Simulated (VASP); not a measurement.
Sb3Mo, 4 atoms in the cell. Symmetry: Pm-3m, No. 221, cubic system. The conventional cell has a = 4.580 Å, b = 4.580 Å, c = 4.580 Å, α = 90.00°, β = 90.00°, γ = 90.00°. Sb (site symmetry 4/mmm) has 8 Sb at 3.24 Å and 4 Mo at 3.24 Å within 4.3 Å. Mo (site symmetry m-3m) has 12 Sb at 3.24 Å within 4.3 Å. 

| Item | Value |
| --- | --- |
| Program | VASP 6.6.1 |
| Task | relaxation of cell and atoms |
| Functional | PBE |
| Potentials or basis | VASP PAW PBE potentials, release 64 (Sb, Mo_sv) |
| Cutoff | 600 eV |
| k mesh | 10 × 10 × 10 |
| Occupations | gaussian, width 0.1 eV |
| Spin | no spin polarisation |
| Dipole correction | no |
| Further INCAR settings | ALGO = Normal; EDIFF = 1e-06; IBRION = 2; EDIFFG = -0.01; NSW = 100; ISIF = 3 |

Potentials or basis: VASP PAW PBE potentials, release 64 (Sb, Mo_sv).

Run with:

```console
$ cat potpaw_PBE.64/Sb/POTCAR potpaw_PBE.64/Mo_sv/POTCAR > POTCAR
$ mpirun -np 1 vasp_std > vasp.out
```

Hardware: 1 thread of Intel(R) Xeon(R) Platinum 8488C (Sapphire Rapids), on a shared host.

**Question.** How long does it take, and how much memory?

**Answer.** Wall time 2.2 min on 1 thread of Intel(R) Xeon(R) Platinum 8488C (Sapphire Rapids), with other jobs on the host, peak memory 0.33 GiB. Counts: scf iterations 29, k points 56, ion steps 3.
